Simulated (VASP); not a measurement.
# Mg (Im-3m) in VASP: further runs

Runs on Mg. Level: PBE. Tasks: single point.

All numbers are computed with VASP 6.6.1; they aren't measurements. Logs are shortened: lines on timing, memory, paths and dates and some standing lists are left out, and cuts for length are marked.

### Step 1. The cell of the first run

Symmetry: Im-3m, No. 229, cubic system. Conventional cell: a = 3.469 Å, b = 3.469 Å, c = 3.469 Å, α = 90.00°, β = 90.00°, γ = 90.00°. Within 4.0 Å of Mg (site symmetry m-3m) lie 14 Mg at 3.00 to 3.47 Å.

This isn't the form of Mg at room conditions, which is hcp.

### Step 2. Single point, PBE (20.87 Å³/atom)

Input file INCAR:

```
SYSTEM = Mg
ALGO = Normal
EDIFF = 1E-6
ENCUT = 520
GGA = PE
ISIF = 2
ISMEAR = 0
LASPH = .TRUE.
LCHARG = .TRUE.
LELF = .TRUE.
LREAL = .FALSE.
LVHAR = .TRUE.
LWAVE = .FALSE.
NBANDS = 7
NELM = 80
PREC = Accurate
SIGMA = 0.1
```

Input file KPOINTS:

```
k-points
0
G
  16 16 16
  0 0 0
```

Input file POSCAR:

```
Mg
1.0
   -1.7344623695      1.7344623695      1.7344623695
    1.7344623695     -1.7344623695      1.7344623695
    1.7344623695      1.7344623695     -1.7344623695
Mg
1
Direct
    0.0000000000      0.0000000000      0.0000000000
```

Potentials or basis: VASP PAW PBE potentials, release 64 (Mg).

Started as:

```sh
$ cat potpaw_PBE.64/Mg/POTCAR > POTCAR
$ mpirun -np 1 vasp_std > vasp.out
```

OUTCAR:

```text
SYSTEM = Mg
   EDIFF = 1E-6
   ENCUT = 520
   GGA = PE
   ISIF = 2
   ISMEAR = 0
   LASPH = .TRUE.
   LREAL = .FALSE.
   NELM = 80
   PREC = Accurate

 ion  position               nearest neighbor table
   1  0.000  0.000  0.000-

  LATTYP: Found a body centered cubic cell.
 ALAT       =     3.4689247390

  Lattice vectors:

 A1 = (  -1.7344623695,   1.7344623695,   1.7344623695)
 A2 = (   1.7344623695,  -1.7344623695,   1.7344623695)
 A3 = (   1.7344623695,   1.7344623695,  -1.7344623695)

Analysis of symmetry for initial positions (statically):
=====================================================================
 Subroutine PRICEL returns:
 Original cell was already a primitive cell.

 Routine SETGRP: Setting up the symmetry group for a
 body centered cubic supercell.

 Subroutine GETGRP returns: Found 48 space group operations
 (whereof 48 operations were pure point group operations)
 out of a pool of 48 trial point group operations.

The static configuration has the point symmetry O_h .

Analysis of symmetry for dynamics (positions and initial velocities):
=====================================================================
 Subroutine PRICEL returns:
 Original cell was already a primitive cell.

 Routine SETGRP: Setting up the symmetry group for a
 body centered cubic supercell.

 Subroutine GETGRP returns: Found 48 space group operations
 (whereof 48 operations were pure point group operations)
 out of a pool of 48 trial point group operations.

The dynamic configuration has the point symmetry O_h .

 Subroutine INISYM returns: Found 48 space group operations
 (whereof 48 operations are pure point group operations),
 and found     1 'primitive' translations

----------------------------------------------------------------------------------------

                                     Primitive cell

  volume of cell :      20.8715

  direct lattice vectors                    reciprocal lattice vectors
    -1.734462370  1.734462370  1.734462370     0.000000000  0.288273766  0.288273766
     1.734462370 -1.734462370  1.734462370     0.288273766  0.000000000  0.288273766
     1.734462370  1.734462370 -1.734462370     0.288273766  0.288273766  0.000000000

  length of vectors
     3.004176948  3.004176948  3.004176948     0.407680670  0.407680670  0.407680670

  position of ions in fractional coordinates (direct lattice)
     0.000000000  0.000000000  0.000000000

  ion indices of the primitive-cell ions
   primitive index   ion index
                 1           1

----------------------------------------------------------------------------------------

 KPOINTS: k-points

Automatic generation of k-mesh.
 Grid dimensions read from file:
 generate k-points for:   16   16   16

 Generating k-lattice:

  Cartesian coordinates                     Fractional coordinates (reciprocal lattice)
     0.000000000  0.018017110  0.018017110     0.062500000  0.000000000  0.000000000
     0.018017110  0.000000000  0.018017110     0.000000000  0.062500000  0.000000000
     0.018017110  0.018017110  0.000000000     0.000000000  0.000000000  0.062500000

  Length of vectors
     0.025480042  0.025480042  0.025480042

  Shift w.r.t. Gamma in fractional coordinates (k-lattice)
     0.000000000  0.000000000  0.000000000

 Subroutine IBZKPT returns following result:
 ===========================================

 Found    145 irreducible k-points:

 Following reciprocal coordinates:
            Coordinates               Weight
  0.000000  0.000000  0.000000      1.000000
  0.062500  0.000000  0.000000     12.000000
  0.125000  0.000000  0.000000     12.000000
  0.187500  0.000000  0.000000     12.000000
  0.250000  0.000000  0.000000     12.000000
  0.312500  0.000000  0.000000     12.000000
[... 16 lines left out ...]
  0.187500  0.187500  0.000000     24.000000
  0.250000  0.187500  0.000000     48.000000
 [... further k-points ...]
   k-points           NKPTS =    145   k-points in BZ     NKDIM =    145   number of bands    NBANDS=      7
   number of dos      NEDOS =    301   number of ions     NIONS =      1
   total plane-waves  NPLWV =  13824
   dimension x,y,z NGX =    24 NGY =   24 NGZ =   24
   dimension x,y,z NGXF=    48 NGYF=   48 NGZF=   48
   ions per type =               1
   NGX,Y,Z   is equivalent  to a cutoff of  13.28, 13.28, 13.28 a.u.
   NGXF,Y,Z  is equivalent  to a cutoff of  26.56, 26.56, 26.56 a.u.
 SYSTEM =  Mg
   PREC   = accura    normal or accurate (medium, high low for compatibility)
   ISTART =      0    job   : 0-new  1-cont  2-samecut
   ICHARG =      2    charge: 1-file 2-atom 10-const
   ISPIN  =      1    spin polarized calculation?
   LNONCOLLINEAR =      F non collinear calculations
   LSORBIT =      F    spin-orbit coupling
   LASPH  =      T    aspherical Exc in radial PAW
   ENCUT  =  520.0 eV  38.22 Ry    6.18 a.u.   5.59  5.59  5.59*2*pi/ulx,y,z
   NELM   =     80;   NELMIN=  2; NELMDL= -5     # of ELM steps
   EDIFF  = 0.1E-05   stopping-criterion for ELM
   LREAL  =      F    real-space projection
   EDIFFG = 0.1E-04   stopping-criterion for IOM
   NSW    =      0    number of steps for IOM
   IBRION =     -1    ionic relax: 0-MD 1-quasi-New 2-CG
   NFREE  =      0    steps in history (QN), initial steepest desc. (CG)
   ISIF   =      2    stress and relaxation
   ISYM   =      2    0-nonsym 1-usesym 2-fastsym
   POTIM  = 0.5000    time-step for ionic-motion
   TEBEG  =    0.0;   TEEND  =   0.0 temperature during run
   PSTRESS=    0.0 pullay stress
   NELECT =       2.0000    total number of electrons
   NUPDOWN=      -1.0000    fix difference up-down
   EMIN   =  10.00;   EMAX   =-10.00  energy-range for DOS
   EFERMI =   0.00;   METHOD = LEGACY
   ISMEAR =     0;   SIGMA  =   0.10  broadening in eV -4-tet -1-fermi 0-gaus
   EFERMI_NEDOS =   21; number of points for ismear=-14 and -15
   IALGO  =     38    algorithm
   IMIX   =      4    mixing-type and parameters
     AMIX     =   0.40;   BMIX     =  1.00
     AMIX_MAG =   1.60;   BMIX_MAG =  1.00
  volume/ion in A,a.u.               =      20.87       140.85
  Fermi-wavevector in a.u.,A,eV,Ry     =   0.749146  1.415681  7.635863  0.561220
  Thomas-Fermi vector in A             =   1.845598
   LORBIT       =      0    0 simple, 1 ext, 2 COOP (PROOUT), +10 PAW based schemes
   GGA     = PE    functional components
   LHFCALC =     F    Hartree Fock is set to
   AEXX    =    0.0000 exact exchange contribution
   IVDW    =     0    specifies the selected vdW correction
   LEPSILON=     F    determine dielectric tensor
   LRPA    =     F    only Hartree local field effects (RPA)
 non-spin polarized calculation
 Gauss-broadening in eV      SIGMA  =   0.10
  energy-cutoff  :      520.00
  volume of cell :       20.87
 maximum number of plane-waves:       586
   NGX = 11   NGY = 11   NGZ = 11

 number of electron       2.0000000 magnetization

 Free energy of the ion-electron system (eV)
  ---------------------------------------------------
  ext. energy  EPLUGINS =         0.00000000
  ---------------------------------------------------
  free energy    TOTEN  =        -1.45615964 eV

  energy without entropy =       -1.45402788  energy(sigma->0) =       -1.45509376

 E-fermi :   3.1845     XC(G=0):  -8.7941

 val. band max:        3.1781687399   @ k =   0.3750   0.1250   0.0625
 cond. band min:       3.2193406720   @ k =   0.3125   0.2500   0.1250
 fundamental gap:      0.0411719321
 Fermi energy:         3.1844810798

 k-point     1 :       0.0000    0.0000    0.0000
  band No.  band energies     occupation
      1      -4.1980      2.00000
      2      16.8426      0.00000
      3      16.8426      0.00000
      4      16.8426      0.00000
      5      18.9579      0.00000
      6      18.9579      0.00000
      7      19.6139      0.00000

 k-point     2 :       0.0625    0.0000    0.0000
  band No.  band energies     occupation
      1      -4.1000      2.00000
      2      15.7364      0.00000
      3      16.3340      0.00000
      4      16.4531      0.00000
      5      18.0855      0.00000
      6      18.1652      0.00000
      7      19.7038      0.00000

 k-point     3 :       0.1250    0.0000    0.0000
  band No.  band energies     occupation
      1      -3.8065      2.00000
      2      13.5414      0.00000
      3      15.3802      0.00000
      4      15.7201      0.00000
      5      17.0239      0.00000
      6      17.7131      0.00000
      7      19.8765      0.00000

 k-point     4 :       0.1875    0.0000    0.0000
  band No.  band energies     occupation
      1      -3.3197      2.00000
      2      11.2771      0.00000
      3      14.4388      0.00000
      4      14.9993      0.00000
      5      16.1045      0.00000
      6      17.2287      0.00000
      7      20.2823      0.00000

 k-point     5 :       0.2500    0.0000    0.0000
  band No.  band energies     occupation
      1      -2.6426      2.00000
      2       9.1147      0.00000
      3      13.6285      0.00000
      4      14.3831      0.00000
      5      15.3497      0.00000
      6      16.7005      0.00000
      7      20.9330      0.00000
[... 161 lines left out ...]
 k-point    22 :       0.4375    0.1250   -0.0000
  band No.  band energies     occupation
      1       1.8059      2.00000
      2       2.5510      2.00000
      3       9.4254      0.00000
      4      12.5640      0.00000
      5      15.4285      0.00000
      6      18.3079      0.00000
      7      21.7862      0.00000

 k-point    23 :       0.1875    0.1875    0.0000
  band No.  band energies     occupation
      1      -1.5896      2.00000
      2       8.2176      0.00000
      3       9.2136      0.00000
      4      13.2203      0.00000
      5      16.8978      0.00000
      6      18.0984      0.00000
      7      21.5723      0.00000

 k-point    24 :       0.2500    0.1875    0.0000
  band No.  band energies     occupation
      1      -0.6445      2.00000
      2       6.6091      0.00000
      3       8.3680      0.00000
      4      12.7325      0.00000
      5      16.7908      0.00000
      6      18.5313      0.00000
      7      21.2933      0.00000

 [... further k-points ...]
[... 5 lines left out ...]
  --------------------------------------------------------------------------------------
  -------------------------------------------------------------------------------------
  Total        0.5036437      0.5036437      0.5036437      0.0000000      0.0000000     -0.0000000
  in kB       38.6615599     38.6615599     38.6615599      0.0000000      0.0000000     -0.0000000
  external PRESSURE =      38.6615599 kB  Pullay stress =       0.0000000 kB

 VOLUME and BASIS-vectors are now :
 -----------------------------------------------------------------------------
  energy-cutoff  :      520.00
  volume of cell :       20.87
      direct lattice vectors                 reciprocal lattice vectors
    -1.734462370  1.734462370  1.734462370     0.000000000  0.288273766  0.288273766
     1.734462370 -1.734462370  1.734462370     0.288273766  0.000000000  0.288273766
     1.734462370  1.734462370 -1.734462370     0.288273766  0.288273766  0.000000000

 POSITION                                       TOTAL-FORCE (eV/Angst)
 -----------------------------------------------------------------------------------
      0.00000      0.00000      0.00000         0.000000      0.000000      0.000000
 -----------------------------------------------------------------------------------
    total drift:                                0.000000      0.000000      0.000000

  FREE ENERGIE OF THE ION-ELECTRON SYSTEM (eV)
  ---------------------------------------------------
  free  energy   TOTEN  =        -1.4561596430 eV

  energy  without entropy=       -1.4540278793  energy(sigma->0) =       -1.45509376
```

It took 18 s on 1 thread of Intel Xeon 8259CL, shared host; peak memory 0.15 GiB.

What came out:

| Property | Result |
| --- | --- |
| Free energy | -1.4562 eV |
| Pressure | 3.9 GPa |
| Band gap on the k mesh | zero (bands 1 and 2 overlap by 4.92 eV) |

Caveat: the cell stands under pressure.

(Part 1 of 2 ends here.)
